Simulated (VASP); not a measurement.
# RbBr (Fm-3m) in VASP: a series of runs

The runs below take RbBr through single point, relaxation of cell and atoms, with PBEsol.

All numbers are computed with VASP 6.6.1; they aren't measurements. Logs are shortened: lines on timing, memory, paths and dates and some standing lists are left out, and cuts for length are marked.

### Step 1. The cell of the first run

It takes space group Fm-3m (No. 225, cubic). Conventional cell: a = 6.844 Å, b = 6.844 Å, c = 6.844 Å, α = 90.00°, β = 90.00°, γ = 90.00°. Rb (site symmetry m-3m) has 6 Br at 3.42 Å within 4.5 Å. Within 4.5 Å of Br (site symmetry m-3m) lie 6 Rb at 3.42 Å.

### Step 2. Single point, PBEsol

INCAR

```
PREC = Accurate
ENCUT = 520
EDIFF = 1E-6
ISMEAR = 0
SIGMA = 0.01
LREAL = F
LASPH = T
NELM = 60
ALGO = Normal
ISIF = 2
LWAVE = F
LCHARG = F
GGA = PS
NBANDS = 15
```

KPOINTS

```
Automatic mesh
0
Gamma
  6 6 6
```

POSCAR

```
RbBr
1.0
    0.0000000000      3.4222213902      3.4222213902
    3.4222213902      0.0000000000      3.4222213902
    3.4222213902      3.4222213902      0.0000000000
Rb Br
1 1
Direct
    0.0000000000      0.0000000000      0.0000000000
    0.5000000000      0.5000000000      0.5000000000
```

Potentials or basis: VASP PAW PBE potentials, release 64 (Rb_sv, Br).

Command:

```console
$ cat potpaw_PBE.64/Rb_sv/POTCAR potpaw_PBE.64/Br/POTCAR > POTCAR
$ mpirun -np 1 vasp_std > vasp.out
```

OUTCAR:

```text
PREC = Accurate
   ENCUT = 520
   EDIFF = 1E-6
   ISMEAR = 0
   LREAL = F
   LASPH = T
   NELM = 60
   ISIF = 2
   GGA = PS

 ion  position               nearest neighbor table
   1  0.000  0.000  0.000-   2 3.42   2 3.42   2 3.42   2 3.42   2 3.42   2 3.42
   2  0.500  0.500  0.500-   1 3.42   1 3.42   1 3.42   1 3.42   1 3.42   1 3.42

  LATTYP: Found a face centered cubic cell.
 ALAT       =     6.8444427804

  Lattice vectors:

 A1 = (   0.0000000000,   3.4222213902,   3.4222213902)
 A2 = (   3.4222213902,   0.0000000000,   3.4222213902)
 A3 = (   3.4222213902,   3.4222213902,   0.0000000000)

Analysis of symmetry for initial positions (statically):
=====================================================================
 Subroutine PRICEL returns:
 Original cell was already a primitive cell.

 Routine SETGRP: Setting up the symmetry group for a
 face centered cubic supercell.

 Subroutine GETGRP returns: Found 48 space group operations
 (whereof 48 operations were pure point group operations)
 out of a pool of 48 trial point group operations.

The static configuration has the point symmetry O_h .

Analysis of symmetry for dynamics (positions and initial velocities):
=====================================================================
 Subroutine PRICEL returns:
 Original cell was already a primitive cell.

 Routine SETGRP: Setting up the symmetry group for a
 face centered cubic supercell.

 Subroutine GETGRP returns: Found 48 space group operations
 (whereof 48 operations were pure point group operations)
 out of a pool of 48 trial point group operations.

The dynamic configuration has the point symmetry O_h .

 Subroutine INISYM returns: Found 48 space group operations
 (whereof 48 operations are pure point group operations),
 and found     1 'primitive' translations

----------------------------------------------------------------------------------------

                                     Primitive cell

  volume of cell :      80.1594

  direct lattice vectors                    reciprocal lattice vectors
     0.000000000  3.422221390  3.422221390    -0.146103932  0.146103932  0.146103932
     3.422221390  0.000000000  3.422221390     0.146103932 -0.146103932  0.146103932
     3.422221390  3.422221390  0.000000000     0.146103932  0.146103932 -0.146103932

  length of vectors
     4.839751903  4.839751903  4.839751903     0.253059433  0.253059433  0.253059433

  position of ions in fractional coordinates (direct lattice)
     0.000000000  0.000000000  0.000000000
     0.500000000  0.500000000  0.500000000

  ion indices of the primitive-cell ions
   primitive index   ion index
                 1           1
                 2           2

----------------------------------------------------------------------------------------

 KPOINTS: Automatic mesh

Automatic generation of k-mesh.
 Grid dimensions read from file:
 generate k-points for:    6    6    6

 Generating k-lattice:

  Cartesian coordinates                     Fractional coordinates (reciprocal lattice)
    -0.024350655  0.024350655  0.024350655     0.166666667  0.000000000  0.000000000
     0.024350655 -0.024350655  0.024350655     0.000000000  0.166666667  0.000000000
     0.024350655  0.024350655 -0.024350655     0.000000000  0.000000000  0.166666667

  Length of vectors
     0.042176572  0.042176572  0.042176572

  Shift w.r.t. Gamma in fractional coordinates (k-lattice)
     0.000000000  0.000000000  0.000000000

 Subroutine IBZKPT returns following result:
 ===========================================

 Found     16 irreducible k-points:

 Following reciprocal coordinates:
            Coordinates               Weight
  0.000000  0.000000  0.000000      1.000000
  0.166667  0.000000  0.000000      8.000000
  0.333333  0.000000  0.000000      8.000000
  0.500000  0.000000  0.000000      4.000000
  0.166667  0.166667  0.000000      6.000000
  0.333333  0.166667  0.000000     24.000000
[... 8 lines left out ...]
 -0.333333  0.333333  0.166667     24.000000
 -0.333333  0.500000  0.166667     12.000000
   k-points           NKPTS =     16   k-points in BZ     NKDIM =     16   number of bands    NBANDS=     15
   number of dos      NEDOS =    301   number of ions     NIONS =      2
   total plane-waves  NPLWV =  46656
   dimension x,y,z NGX =    36 NGY =   36 NGZ =   36
   dimension x,y,z NGXF=    72 NGYF=   72 NGZF=   72
   ions per type =               1   1
   NGX,Y,Z   is equivalent  to a cutoff of  12.37, 12.37, 12.37 a.u.
   NGXF,Y,Z  is equivalent  to a cutoff of  24.73, 24.73, 24.73 a.u.
 SYSTEM =  unknown system
   PREC   = accura    normal or accurate (medium, high low for compatibility)
   ISTART =      0    job   : 0-new  1-cont  2-samecut
   ICHARG =      2    charge: 1-file 2-atom 10-const
   ISPIN  =      1    spin polarized calculation?
   LNONCOLLINEAR =      F non collinear calculations
   LSORBIT =      F    spin-orbit coupling
   LASPH  =      T    aspherical Exc in radial PAW
   ENCUT  =  520.0 eV  38.22 Ry    6.18 a.u.   9.00  9.00  9.00*2*pi/ulx,y,z
   NELM   =     60;   NELMIN=  2; NELMDL= -5     # of ELM steps
   EDIFF  = 0.1E-05   stopping-criterion for ELM
   LREAL  =      F    real-space projection
   EDIFFG = 0.1E-04   stopping-criterion for IOM
   NSW    =      0    number of steps for IOM
   IBRION =     -1    ionic relax: 0-MD 1-quasi-New 2-CG
   NFREE  =      0    steps in history (QN), initial steepest desc. (CG)
   ISIF   =      2    stress and relaxation
   ISYM   =      2    0-nonsym 1-usesym 2-fastsym
   POTIM  = 0.5000    time-step for ionic-motion
   TEBEG  =    0.0;   TEEND  =   0.0 temperature during run
   PSTRESS=    0.0 pullay stress
   NELECT =      16.0000    total number of electrons
   NUPDOWN=      -1.0000    fix difference up-down
   EMIN   =  10.00;   EMAX   =-10.00  energy-range for DOS
   EFERMI =   0.00;   METHOD = LEGACY
   ISMEAR =     0;   SIGMA  =   0.01  broadening in eV -4-tet -1-fermi 0-gaus
   EFERMI_NEDOS =   21; number of points for ismear=-14 and -15
   IALGO  =     38    algorithm
   IMIX   =      4    mixing-type and parameters
     AMIX     =   0.40;   BMIX     =  1.00
     AMIX_MAG =   1.60;   BMIX_MAG =  1.00
  volume/ion in A,a.u.               =      40.08       270.47
  Fermi-wavevector in a.u.,A,eV,Ry     =   0.956746  1.807988 12.454272  0.915363
  Thomas-Fermi vector in A             =   2.085702
   LORBIT       =      0    0 simple, 1 ext, 2 COOP (PROOUT), +10 PAW based schemes
   GGA     = PS    functional components
   LHFCALC =     F    Hartree Fock is set to
   AEXX    =    0.0000 exact exchange contribution
   IVDW    =     0    specifies the selected vdW correction
   LEPSILON=     F    determine dielectric tensor
   LRPA    =     F    only Hartree local field effects (RPA)
 non-spin polarized calculation
 Gauss-broadening in eV      SIGMA  =   0.01
  energy-cutoff  :      520.00
  volume of cell :       80.16
 maximum number of plane-waves:      2176
   NGX = 17   NGY = 17   NGZ = 17

 number of electron      16.0000000 magnetization

 Free energy of the ion-electron system (eV)
  ---------------------------------------------------
  ext. energy  EPLUGINS =         0.00000000
  ---------------------------------------------------
  free energy    TOTEN  =        -6.35536111 eV

  energy without entropy =       -6.35536111  energy(sigma->0) =       -6.35536111

 E-fermi :  -1.7808     XC(G=0):  -7.4228

 val. band max:       -1.8295580332   @ k =   0.0000   0.0000   0.0000
 cond. band min:       2.3914945946   @ k =   0.0000   0.0000   0.0000
 fundamental gap:      4.2210526278
 Fermi energy:        -1.7807927296

 k-point     1 :       0.0000    0.0000    0.0000
  band No.  band energies     occupation
      1     -26.1760      2.00000
      2     -14.0270      2.00000
      3     -10.2640      2.00000
      4     -10.2640      2.00000
      5     -10.2640      2.00000
      6      -1.8296      2.00000
      7      -1.8296      2.00000
      8      -1.8296      2.00000
      9       2.3915      0.00000
     10       5.3711      0.00000
     11       5.3711      0.00000
     12       5.3711      0.00000
     13       6.2654      0.00000
     14       6.2654      0.00000
     15       8.9838      0.00000

 k-point     2 :       0.1667    0.0000    0.0000
  band No.  band energies     occupation
      1     -26.1735      2.00000
      2     -14.0379      2.00000
      3     -10.2660      2.00000
      4     -10.2660      2.00000
      5     -10.2522      2.00000
      6      -2.1475      2.00000
      7      -1.9281      2.00000
      8      -1.9281      2.00000
      9       3.0436      0.00000
     10       5.2247      0.00000
     11       5.7031      0.00000
     12       5.7031      0.00000
     13       6.6781      0.00000
     14       6.6781      0.00000
     15      10.0037      0.00000

 k-point     3 :       0.3333    0.0000    0.0000
  band No.  band energies     occupation
      1     -26.1686      2.00000
      2     -14.0593      2.00000
      3     -10.2699      2.00000
      4     -10.2699      2.00000
      5     -10.2288      2.00000
      6      -2.6457      2.00000
      7      -2.1117      2.00000
      8      -2.1117      2.00000
      9       4.2953      0.00000
     10       5.3770      0.00000
     11       6.6280      0.00000
     12       6.6280      0.00000
     13       7.7057      0.00000
     14       7.7057      0.00000
     15       9.7178      0.00000
[... 199 lines left out ...]
 k-point    15 :      -0.3333    0.3333    0.1667
  band No.  band energies     occupation
      1     -26.1639      2.00000
      2     -14.0180      2.00000
      3     -10.3671      2.00000
      4     -10.3586      2.00000
      5     -10.2461      2.00000
      6      -2.4944      2.00000
      7      -2.1909      2.00000
      8      -2.1680      2.00000
      9       5.0897      0.00000
     10       5.3156      0.00000
     11       6.6441      0.00000
     12       6.9015      0.00000
     13       8.3497      0.00000
     14       9.0253      0.00000
     15       9.1209      0.00000

 k-point    16 :      -0.3333    0.5000    0.1667
  band No.  band energies     occupation
      1     -26.1632      2.00000
      2     -13.9932      2.00000
      3     -10.4269      2.00000
      4     -10.3688      2.00000
      5     -10.2692      2.00000
      6      -2.2591      2.00000
      7      -2.2566      2.00000
      8      -2.1009      2.00000
      9       4.3700      0.00000
     10       5.9499      0.00000
     11       6.0512      0.00000
     12       7.0465      0.00000
     13       8.1169      0.00000
     14       9.0416      0.00000
     15       9.4655      0.00000

------------------------ aborting loop because EDIFF is reached ----------------------------------------

  FORCE on cell =-STRESS in cart. coord.  units (eV):
  Direction    XX          YY          ZZ          XY          YZ          ZX
  --------------------------------------------------------------------------------------
  -------------------------------------------------------------------------------------
  Total        0.0162288      0.0162288      0.0162288     -0.0000000      0.0000000      0.0000000
  in kB        0.3243725      0.3243725      0.3243725     -0.0000000      0.0000000      0.0000000
  external PRESSURE =       0.3243725 kB  Pullay stress =       0.0000000 kB

 VOLUME and BASIS-vectors are now :
 -----------------------------------------------------------------------------
  energy-cutoff  :      520.00
  volume of cell :       80.16
      direct lattice vectors                 reciprocal lattice vectors
     0.000000000  3.422221390  3.422221390    -0.146103932  0.146103932  0.146103932
     3.422221390  0.000000000  3.422221390     0.146103932 -0.146103932  0.146103932
     3.422221390  3.422221390  0.000000000     0.146103932  0.146103932 -0.146103932

 POSITION                                       TOTAL-FORCE (eV/Angst)
 -----------------------------------------------------------------------------------
      0.00000      0.00000      0.00000        -0.000000     -0.000000     -0.000000
      3.42222      3.42222      3.42222         0.000000      0.000000      0.000000
 -----------------------------------------------------------------------------------
    total drift:                                0.000000      0.000000      0.000000

  FREE ENERGIE OF THE ION-ELECTRON SYSTEM (eV)
  ---------------------------------------------------
  free  energy   TOTEN  =        -6.3553611113 eV

  energy  without entropy=       -6.3553611113  energy(sigma->0) =       -6.35536111
```

It took 35 s on 1 thread of Intel Xeon 8259CL, shared host; peak memory 0.21 GiB.

What came out:

| Property | Result |
| --- | --- |
| Free energy | -6.3554 eV |
| Pressure | 0.0 GPa |
| Band gap on the k mesh | 4.22 eV |

Caveat: the PAW data sets were made with another functional, which shifts forces and pressure a little.

(Continued in part 2 of 2.)
